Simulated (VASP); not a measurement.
# Mg (I4/mmm) in VASP: notebook

Mg is run at these levels: PBEsol; tasks: single point, relaxation of cell and atoms.

Program: VASP 6.6.1. These are calculated values, not measurements. Logs are shortened: lines on timing, memory, paths and dates and some standing lists are left out, and cuts for length are marked.

### 1 The cell of the first run

Symmetry: I4/mmm, No. 139, tetragonal system. Conventional cell: a = 3.530 Å, b = 3.530 Å, c = 3.300 Å, α = 90.00°, β = 90.00°, γ = 90.00°. Mg (site symmetry 4/mmm) has 14 Mg at 2.99 to 3.53 Å within 3.9 Å.

### 2 Single point, PBEsol

File INCAR:

```
  ALGO = Fast
  EDIFF = 1E-6
  ENCUT = 520
  GGA = PS
  ISIF = 2
  ISMEAR = 0
  LASPH = True
  LCHARG = False
  LREAL = False
  LWAVE = False
  NBANDS = 7
  NELM = 100
  PREC = Accurate
  SIGMA = 0.1
```

File KPOINTS:

```
k-points
0
Gamma
  16 16 16
```

File POSCAR:

```
Mg
1.0
   -1.7649582394      1.7649582394      1.6500972878
    1.7649582394     -1.7649582394      1.6500972878
    1.7649582394      1.7649582394     -1.6500972878
Mg
1
Direct
    0.0000000000      0.0000000000      0.0000000000
```

Potentials or basis: VASP PAW PBE potentials, release 64 (Mg).

Run with:

```bash
$ cat potpaw_PBE.64/Mg/POTCAR > POTCAR
$ mpirun -np 1 vasp_std > vasp.out
```

OUTCAR:

```text
EDIFF = 1E-6
   ENCUT = 520
   GGA = PS
   ISIF = 2
   ISMEAR = 0
   LASPH = True
   LREAL = False
   NELM = 100
   PREC = Accurate

 ion  position               nearest neighbor table
   1  0.000  0.000  0.000-

  LATTYP: Found a body centered tetragonal cell.
 ALAT       =     3.5299164788
 C/A-ratio  =     0.9349214338

  Lattice vectors:

 A1 = (  -1.7649582394,   1.7649582394,   1.6500972878)
 A2 = (   1.7649582394,  -1.7649582394,   1.6500972878)
 A3 = (   1.7649582394,   1.7649582394,  -1.6500972878)

Analysis of symmetry for initial positions (statically):
=====================================================================
 Subroutine PRICEL returns:
 Original cell was already a primitive cell.

 Routine SETGRP: Setting up the symmetry group for a
 body centered tetragonal supercell.

 Subroutine GETGRP returns: Found 16 space group operations
 (whereof 16 operations were pure point group operations)
 out of a pool of 16 trial point group operations.

The static configuration has the point symmetry D_4h.

Analysis of symmetry for dynamics (positions and initial velocities):
=====================================================================
 Subroutine PRICEL returns:
 Original cell was already a primitive cell.

 Routine SETGRP: Setting up the symmetry group for a
 body centered tetragonal supercell.

 Subroutine GETGRP returns: Found 16 space group operations
 (whereof 16 operations were pure point group operations)
 out of a pool of 16 trial point group operations.

The dynamic configuration has the point symmetry D_4h.

 Subroutine INISYM returns: Found 16 space group operations
 (whereof 16 operations are pure point group operations),
 and found     1 'primitive' translations

----------------------------------------------------------------------------------------

                                     Primitive cell

  volume of cell :      20.5607

  direct lattice vectors                    reciprocal lattice vectors
    -1.764958239  1.764958239  1.650097288     0.000000000  0.283292822  0.303012437
     1.764958239 -1.764958239  1.650097288     0.283292822  0.000000000  0.303012437
     1.764958239  1.764958239 -1.650097288     0.283292822  0.283292822  0.000000000

  length of vectors
     2.992152441  2.992152441  2.992152441     0.414814850  0.414814850  0.400636551

  position of ions in fractional coordinates (direct lattice)
     0.000000000  0.000000000  0.000000000

  ion indices of the primitive-cell ions
   primitive index   ion index
                 1           1

----------------------------------------------------------------------------------------

 KPOINTS: k-points

Automatic generation of k-mesh.
 Grid dimensions read from file:
 generate k-points for:   16   16   16

 Generating k-lattice:

  Cartesian coordinates                     Fractional coordinates (reciprocal lattice)
     0.000000000  0.017705801  0.018938277     0.062500000  0.000000000 -0.000000000
     0.017705801  0.000000000  0.018938277     0.000000000  0.062500000 -0.000000000
     0.017705801  0.017705801  0.000000000     0.000000000  0.000000000  0.062500000

  Length of vectors
     0.025925928  0.025925928  0.025039784

  Shift w.r.t. Gamma in fractional coordinates (k-lattice)
     0.000000000  0.000000000  0.000000000

 Subroutine IBZKPT returns following result:
 ===========================================

 Found    349 irreducible k-points:

 Following reciprocal coordinates:
            Coordinates               Weight
  0.000000  0.000000  0.000000      1.000000
  0.062500 -0.000000  0.000000      8.000000
  0.125000 -0.000000  0.000000      8.000000
  0.187500 -0.000000  0.000000      8.000000
  0.250000 -0.000000  0.000000      8.000000
  0.312500  0.000000  0.000000      8.000000
[... 16 lines left out ...]
 -0.125000  0.062500 -0.000000     16.000000
 -0.062500  0.062500  0.000000      4.000000
 [... further k-points ...]
   k-points           NKPTS =    349   k-points in BZ     NKDIM =    349   number of bands    NBANDS=      7
   number of dos      NEDOS =    301   number of ions     NIONS =      1
   total plane-waves  NPLWV =  13824
   dimension x,y,z NGX =    24 NGY =   24 NGZ =   24
   dimension x,y,z NGXF=    48 NGYF=   48 NGZF=   48
   ions per type =               1
   NGX,Y,Z   is equivalent  to a cutoff of  13.33, 13.33, 13.33 a.u.
   NGXF,Y,Z  is equivalent  to a cutoff of  26.67, 26.67, 26.67 a.u.
 SYSTEM =  unknown system
   PREC   = accura    normal or accurate (medium, high low for compatibility)
   ISTART =      0    job   : 0-new  1-cont  2-samecut
   ICHARG =      2    charge: 1-file 2-atom 10-const
   ISPIN  =      1    spin polarized calculation?
   LNONCOLLINEAR =      F non collinear calculations
   LSORBIT =      F    spin-orbit coupling
   LASPH  =      T    aspherical Exc in radial PAW
   ENCUT  =  520.0 eV  38.22 Ry    6.18 a.u.   5.56  5.56  5.56*2*pi/ulx,y,z
   NELM   =    100;   NELMIN=  2; NELMDL= -5     # of ELM steps
   EDIFF  = 0.1E-05   stopping-criterion for ELM
   LREAL  =      F    real-space projection
   EDIFFG = 0.1E-04   stopping-criterion for IOM
   NSW    =      0    number of steps for IOM
   IBRION =     -1    ionic relax: 0-MD 1-quasi-New 2-CG
   NFREE  =      0    steps in history (QN), initial steepest desc. (CG)
   ISIF   =      2    stress and relaxation
   ISYM   =      2    0-nonsym 1-usesym 2-fastsym
   POTIM  = 0.5000    time-step for ionic-motion
   TEBEG  =    0.0;   TEEND  =   0.0 temperature during run
   PSTRESS=    0.0 pullay stress
   NELECT =       2.0000    total number of electrons
   NUPDOWN=      -1.0000    fix difference up-down
   EMIN   =  10.00;   EMAX   =-10.00  energy-range for DOS
   EFERMI =   0.00;   METHOD = LEGACY
   ISMEAR =     0;   SIGMA  =   0.10  broadening in eV -4-tet -1-fermi 0-gaus
   EFERMI_NEDOS =   21; number of points for ismear=-14 and -15
   IALGO  =     68    algorithm
   IMIX   =      4    mixing-type and parameters
     AMIX     =   0.40;   BMIX     =  1.00
     AMIX_MAG =   1.60;   BMIX_MAG =  1.00
  volume/ion in A,a.u.               =      20.56       138.75
  Fermi-wavevector in a.u.,A,eV,Ry     =   0.752902  1.422779  7.712626  0.566862
  Thomas-Fermi vector in A             =   1.850219
   LORBIT       =      0    0 simple, 1 ext, 2 COOP (PROOUT), +10 PAW based schemes
   GGA     = PS    functional components
   LHFCALC =     F    Hartree Fock is set to
   AEXX    =    0.0000 exact exchange contribution
   IVDW    =     0    specifies the selected vdW correction
   LEPSILON=     F    determine dielectric tensor
   LRPA    =     F    only Hartree local field effects (RPA)
 non-spin polarized calculation
 RMM-DIIS sequential band-by-band and
 Gauss-broadening in eV      SIGMA  =   0.10
  energy-cutoff  :      520.00
  volume of cell :       20.56
 maximum number of plane-waves:       570
 NGX is ok and might be reduce to    24
   NGX = 11   NGY = 11   NGZ = 11

 number of electron       2.0000000 magnetization

 Free energy of the ion-electron system (eV)
  ---------------------------------------------------
  ext. energy  EPLUGINS =         0.00000000
  ---------------------------------------------------
  free energy    TOTEN  =        -1.67415463 eV

  energy without entropy =       -1.67251396  energy(sigma->0) =       -1.67333429

 E-fermi :   3.2536     XC(G=0):  -8.8893

 val. band max:        3.2149127872   @ k =  -0.4375   0.4375   0.0000
 cond. band min:       3.2759264945   @ k =  -0.3750  -0.3750   0.3125
 fundamental gap:      0.0610137073
 Fermi energy:         3.2536340205

 k-point     1 :       0.0000    0.0000    0.0000
  band No.  band energies     occupation
      1      -4.2245      2.00000
      2      16.0324      0.00000
      3      17.5111      0.00000
      4      17.5111      0.00000
      5      18.3138      0.00000
      6      19.0060      0.00000
      7      19.0060      0.00000

 k-point     2 :       0.0625   -0.0000    0.0000
  band No.  band energies     occupation
      1      -4.1230      2.00000
      2      15.6049      0.00000
      3      16.3401      0.00000
      4      16.9797      0.00000
      5      17.5346      0.00000
      6      19.0060      0.00000
      7      19.5603      0.00000

 k-point     3 :       0.1250   -0.0000    0.0000
  band No.  band energies     occupation
      1      -3.8193      2.00000
      2      14.0708      0.00000
      3      14.7859      0.00000
      4      16.0234      0.00000
      5      16.6110      0.00000
      6      18.2487      0.00000
      7      20.0500      0.00000

 k-point     4 :       0.1875   -0.0000    0.0000
  band No.  band energies     occupation
      1      -3.3155      2.00000
      2      11.7429      0.00000
      3      13.9572      0.00000
      4      15.1147      0.00000
      5      15.7473      0.00000
      6      17.5587      0.00000
      7      20.5097      0.00000

 k-point     5 :       0.2500   -0.0000    0.0000
  band No.  band energies     occupation
      1      -2.6153      2.00000
      2       9.5184      0.00000
      3      13.2255      0.00000
      4      14.3596      0.00000
      5      15.0209      0.00000
      6      16.9018      0.00000
      7      21.0237      0.00000
[... 161 lines left out ...]
 k-point    22 :      -0.1875    0.0625   -0.0000
  band No.  band energies     occupation
      1      -3.5369      2.00000
      2      12.7732      0.00000
      3      13.3991      0.00000
      4      15.6452      0.00000
      5      16.4625      0.00000
      6      18.8184      0.00000
      7      20.0431      0.00000

 k-point    23 :      -0.1250    0.0625   -0.0000
  band No.  band energies     occupation
      1      -3.9340      2.00000
      2      13.9867      0.00000
      3      15.4160      0.00000
      4      16.5560      0.00000
      5      17.1862      0.00000
      6      18.9465      0.00000
      7      19.6909      0.00000

 k-point    24 :      -0.0625    0.0625    0.0000
  band No.  band energies     occupation
      1      -4.1298      2.00000
      2      14.9847      0.00000
      3      17.0662      0.00000
      4      17.1858      0.00000
      5      17.5764      0.00000
      6      19.0509      0.00000
      7      19.0973      0.00000

 [... further k-points ...]
[... 5 lines left out ...]
  --------------------------------------------------------------------------------------
  -------------------------------------------------------------------------------------
  Total        0.5050862      0.5050862      0.5228442      0.0000000      0.0000000      0.0000000
  in kB       39.3584180     39.3584180     40.7422018      0.0000000      0.0000000      0.0000000
  external PRESSURE =      39.8196792 kB  Pullay stress =       0.0000000 kB

 VOLUME and BASIS-vectors are now :
 -----------------------------------------------------------------------------
  energy-cutoff  :      520.00
  volume of cell :       20.56
      direct lattice vectors                 reciprocal lattice vectors
    -1.764958239  1.764958239  1.650097288     0.000000000  0.283292822  0.303012437
     1.764958239 -1.764958239  1.650097288     0.283292822  0.000000000  0.303012437
     1.764958239  1.764958239 -1.650097288     0.283292822  0.283292822  0.000000000

 POSITION                                       TOTAL-FORCE (eV/Angst)
 -----------------------------------------------------------------------------------
      0.00000      0.00000      0.00000         0.000000      0.000000     -0.000000
 -----------------------------------------------------------------------------------
    total drift:                                0.000000     -0.000000      0.000000

  FREE ENERGIE OF THE ION-ELECTRON SYSTEM (eV)
  ---------------------------------------------------
  free  energy   TOTEN  =        -1.6741546290 eV

  energy  without entropy=       -1.6725139558  energy(sigma->0) =       -1.67333429
```

Wall time 25 s (1 thread of Intel Xeon 8259CL, shared host); peak memory 0.18 GiB.

Results:

```yaml
Free_energy: -1.6742 eV
Pressure: 4.0 GPa
Band_gap_on_the_k_mesh: zero (bands 1 and 2 overlap by 4.86 eV)
```

Stress tensor (GPa, compression positive):
```
3.94 0.00 0.00
0.00 3.94 0.00
0.00 0.00 4.07
```

Caveat: the cell stands under pressure; the PAW data sets were made with another functional, which shifts forces and pressure a little.

### 3 Single point, PBEsol

This run uses another cell than the first one, of 21.95 Å³/atom.

File INCAR:

```
SYSTEM = Mg
ALGO = Fast ; EDIFF = 1E-6
ENCUT = 520 ; GGA = PS
ISIF = 2 ; ISMEAR = 0
LASPH = .TRUE. ; LCHARG = .TRUE.
LELF = .TRUE. ; LREAL = .FALSE.
LVHAR = .TRUE. ; LWAVE = .FALSE.
NBANDS = 7 ; NELM = 60
PREC = Accurate ; SIGMA = 0.1
```

File KPOINTS:

```
k-points
0
G
  16 16 16
  0 0 0
```

File POSCAR:

```
Mg
1.0
   -1.8053003194      1.8053003194      1.6835658549
    1.8053003194     -1.8053003194      1.6835658549
    1.8053003194      1.8053003194     -1.6835658549
Mg
1
Direct
    0.0000000000      0.0000000000      0.0000000000
```

Potentials or basis: VASP PAW PBE potentials, release 64 (Mg).

Run with:

```bash
$ cat potpaw_PBE.64/Mg/POTCAR > POTCAR
$ mpirun -np 1 vasp_std > vasp.out
```

Run time: 42 s. Hardware: 1 thread of Intel Xeon 8259CL, shared host; peak memory 0.18 GiB.

Results (log left out):

```yaml
Free_energy: -1.6949 eV
Pressure: 1.0 GPa
Band_gap_on_the_k_mesh: zero (bands 1 and 2 overlap by 4.67 eV)
```

Levels at points of the mesh, in eV from the Fermi level:
| k point | band 1 | band 2 | band 3 | band 4 | band 5 | band 6 |
| --- | --- | --- | --- | --- | --- | --- |
| (0.00, 0.00, 0.00) | -7.19 | 12.33 | 13.80 | 13.80 | 14.53 | 14.93 |
| (0.50, 0.00, 0.00) | -1.48 | -0.77 | 8.34 | 9.26 | 10.02 | 11.65 |
| (0.50, 0.50, 0.00) | -1.81 | -1.28 | 9.62 | 10.49 | 11.40 | 12.19 |
| (0.50, 0.50, 0.50) | 3.39 | 3.39 | 3.62 | 4.16 | 5.11 | 8.16 |

Caveat: the PAW data sets were made with another functional, which shifts forces and pressure a little.

(Continued in part 2 of 2.)
